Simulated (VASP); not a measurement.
# NaCl (I4/mmm) in VASP: a series of runs, part 2 of 2

VASP 6.6.1. Earlier steps stand in the parts before.

## 3. Single point, PBEsol (strain -0.0100 x Voigt [0, 1, 0, 0, 0, 0])

Contents of INCAR:

```
SYSTEM = NaCl
  ALGO = Normal
  EDIFF = 1E-7
  ENCUT = 520
  GGA = PS
  ISIF = 2
  ISMEAR = 0
  LASPH = .True.
  LCHARG = .False.
  LREAL = .False.
  LWAVE = .False.
  NBANDS = 14
  NELM = 80
  PREC = Accurate
  SIGMA = 0.05
```

Contents of KPOINTS:

```
k-points
0
Gamma
  8 8 8
  0 0 0
```

Contents of POSCAR:

```
NaCl
1.0
    0.0000000000      2.8034325000      2.8317500000
    2.8317500000      0.0000000000      2.8317500000
    2.8317500000      2.8034325000      0.0000000000
Na Cl
1 1
Direct
    0.0000000000      0.0000000000      0.0000000000
    0.5000000000      0.5000000000      0.5000000000
```

Potentials or basis: VASP PAW PBE potentials, release 64 (Na_pv, Cl).

Command:

```sh
$ cat potpaw_PBE.64/Na_pv/POTCAR potpaw_PBE.64/Cl/POTCAR > POTCAR
$ mpirun -np 1 vasp_std > vasp.out
```

It took 30 s on 1 thread of Intel Xeon Platinum 8488C (Sapphire Rapids), shared host; peak memory 0.17 GiB.

It converged, with:

- Free energy: -6.9965 eV
- Pressure: -0.5 GPa
- Band gap on the k mesh: 4.92 eV

Stress tensor (GPa, compression positive):
```
-0.67  0.00  0.00
 0.00 -0.27  0.00
 0.00  0.00 -0.67
```

Levels at points of the mesh, in eV from the valence-band top:
```csv
k point,band 5,band 6,band 7,band 8,band 9,band 10
"(0.00, 0.00, 0.00)",-0.01,0.00,0.00,4.92,10.97,10.97
"(0.50, 0.00, 0.00)",-1.97,-0.28,-0.26,7.07,10.48,10.80
"(0.50, 0.50, 0.00)",-1.70,-0.62,-0.59,7.43,7.90,11.08
"(0.50, 0.00, 0.50)",-1.69,-0.62,-0.62,7.43,7.87,11.17
```

Caveat: the cell differs from its parent crystal (strain -0.0100 x Voigt [0, 1, 0, 0, 0, 0]); the PAW data sets were made with another functional, which shifts forces and pressure a little.

## 4. Single point, PBEsol (strain -0.0150 x Voigt [0, 1, 0, 0, 0, 0])

Contents of INCAR:

```
SYSTEM = NaCl
PREC = Accurate ; ENCUT = 520
EDIFF = 1E-6 ; ISMEAR = 0
SIGMA = 0.05 ; LREAL = .False.
LASPH = .True. ; NELM = 100
ALGO = Normal ; ISIF = 2
LWAVE = .False. ; LCHARG = .True.
GGA = PS ; LELF = .True.
LVHAR = .True. ; NBANDS = 14
```

Contents of KPOINTS:

```
regular mesh
0
Gamma
  8 8 8
  0 0 0
```

Contents of POSCAR:

```
NaCl
1.0
    0.0000000000      2.7892737500      2.8317500000
    2.8317500000      0.0000000000      2.8317500000
    2.8317500000      2.7892737500      0.0000000000
Na Cl
1 1
Direct
    0.0000000000      0.0000000000      0.0000000000
    0.5000000000      0.5000000000      0.5000000000
```

Potentials or basis: VASP PAW PBE potentials, release 64 (Na_pv, Cl).

Command:

```sh
$ cat potpaw_PBE.64/Na_pv/POTCAR potpaw_PBE.64/Cl/POTCAR > POTCAR
$ mpirun -np 1 vasp_std > vasp.out
```

OUTCAR:

```text
SYSTEM = NaCl
   PREC = Accurate
   ENCUT = 520
   EDIFF = 1E-6
   ISMEAR = 0
   LREAL = .False.
   LASPH = .True.
   NELM = 100
   ISIF = 2
   GGA = PS

 ion  position               nearest neighbor table
   1  0.000  0.000  0.000-
   2  0.500  0.500  0.500-

  LATTYP: Found a body centered tetragonal cell.
 ALAT       =     4.0046992553
 C/A-ratio  =     1.3930003589

  Lattice vectors:

 A1 = (   0.0000000000,  -2.7892737500,   2.8317500000)
 A2 = (   0.0000000000,  -2.7892737500,  -2.8317500000)
[... 593 lines left out ...]

------------------------ aborting loop because EDIFF is reached ----------------------------------------

  FORCE on cell =-STRESS in cart. coord.  units (eV):
  Direction    XX          YY          ZZ          XY          YZ          ZX
  --------------------------------------------------------------------------------------
  -------------------------------------------------------------------------------------
  Total       -0.1706482      0.0021848     -0.1706482      0.0000000      0.0000000      0.0000000
  in kB       -6.1119727      0.0782517     -6.1119727      0.0000000      0.0000000      0.0000000
  external PRESSURE =      -4.0485646 kB  Pullay stress =       0.0000000 kB

 VOLUME and BASIS-vectors are now :
 -----------------------------------------------------------------------------
  energy-cutoff  :      520.00
  volume of cell :       44.73
      direct lattice vectors                 reciprocal lattice vectors
     0.000000000  2.789273750  2.831750000    -0.176569259  0.179258131  0.176569259
     2.831750000  0.000000000  2.831750000     0.176569259 -0.179258131  0.176569259
     2.831750000  2.789273750  0.000000000     0.176569259  0.179258131 -0.176569259

 POSITION                                       TOTAL-FORCE (eV/Angst)
 -----------------------------------------------------------------------------------
      0.00000      0.00000      0.00000         0.000000      0.000000      0.000000
      2.83175      2.78927      2.83175         0.000000     -0.000000     -0.000000
 -----------------------------------------------------------------------------------
    total drift:                               -0.000000      0.000000      0.000000

  FREE ENERGIE OF THE ION-ELECTRON SYSTEM (eV)
  ---------------------------------------------------
  free  energy   TOTEN  =        -6.9966474419 eV

  energy  without entropy=       -6.9966474419  energy(sigma->0) =       -6.99664744
```

OSZICAR:

```text
N       E                     dE             d eps       ncg     rms          rms(c)
DAV:   1     0.985605494402E+02    0.98561E+02   -0.69934E+03  1664   0.998E+02
DAV:   2     0.830437768354E+00   -0.97730E+02   -0.90166E+02  1786   0.272E+02
DAV:   3    -0.703545874899E+01   -0.78659E+01   -0.78190E+01  2162   0.712E+01
DAV:   4    -0.715834395646E+01   -0.12289E+00   -0.12285E+00  1964   0.964E+00
DAV:   5    -0.716110164892E+01   -0.27577E-02   -0.27576E-02  2152   0.146E+00    0.191E+00
DAV:   6    -0.700365446829E+01    0.15745E+00   -0.25610E-01  2036   0.349E+00    0.137E+00
DAV:   7    -0.699311742265E+01    0.10537E-01   -0.62147E-02  2306   0.163E+00    0.927E-01
DAV:   8    -0.699672513168E+01   -0.36077E-02   -0.78044E-03  1898   0.799E-01    0.284E-01
DAV:   9    -0.699661798034E+01    0.10715E-03   -0.19973E-04  2120   0.107E-01    0.177E-01
DAV:  10    -0.699665817637E+01   -0.40196E-04   -0.29405E-04  1970   0.106E-01    0.593E-02
DAV:  11    -0.699664821670E+01    0.99597E-05   -0.19503E-05  2168   0.327E-02    0.186E-02
DAV:  12    -0.699664744187E+01    0.77483E-06   -0.32502E-06  1928   0.113E-02
   1 F= -.69966474E+01 E0= -.69966474E+01  d E =-.236872E-16
```

stdout:

```text
POSCAR found type information on POSCAR NaCl
 POSCAR found :  2 types and       2 ions
 scaLAPACK will be used
 -----------------------------------------------------------------------------
|                                                                             |
|                                                                             |
|     You enforced a specific xc type in the INCAR file but a different       |
|     I HOPE YOU KNOW WHAT YOU ARE DOING!                                     |
|                                                                             |
 -----------------------------------------------------------------------------

 LDA part: xc-table for (Slater+PW92), standard interpolation
 POSCAR, INCAR and KPOINTS ok, starting setup
 FFT: planning ... GRIDC
 FFT: planning ... GRID_SOFT
 FFT: planning ... GRID
 WAVECAR not read
 entering main loop
```

Run time: 28 s. Hardware: 1 thread of Intel Xeon Platinum 8488C (Sapphire Rapids), shared host; peak memory 0.18 GiB.

What came out:

```
Free energy            : -6.9966 eV
Pressure               : -0.4 GPa
Band gap on the k mesh : 4.94 eV
```

Caveat: the cell differs from its parent crystal (strain -0.0150 x Voigt [0, 1, 0, 0, 0, 0]); the PAW data sets were made with another functional, which shifts forces and pressure a little.

## 5. Summary

```csv
cell,gap on the mesh (eV),pressure (GPa)
"a = 3.965, b = 4.005 Å, angles 59.7, 60.7, 59.7°, 2 atoms",4.96,-0.3
"a = 3.985, b = 4.005 Å, angles 59.8, 60.3, 59.8°, 2 atoms",4.92,-0.5
"a = 3.975, b = 4.005 Å, angles 59.8, 60.5, 59.8°, 2 atoms",4.94,-0.4
```

Alike in all rows: task single point; level PBEsol; potentials or basis VASP PAW PBE potentials, release 64 (Na_pv, Cl); no spin polarisation; k mesh 8 × 8 × 8; cutoff (eV) 520; smearing gaussian 0.05 eV.

Caveats: the PAW data sets were made with another functional, which shifts forces and pressure a little.

Total energies depend on the potentials used, so only differences within one code and one set of settings carry meaning.
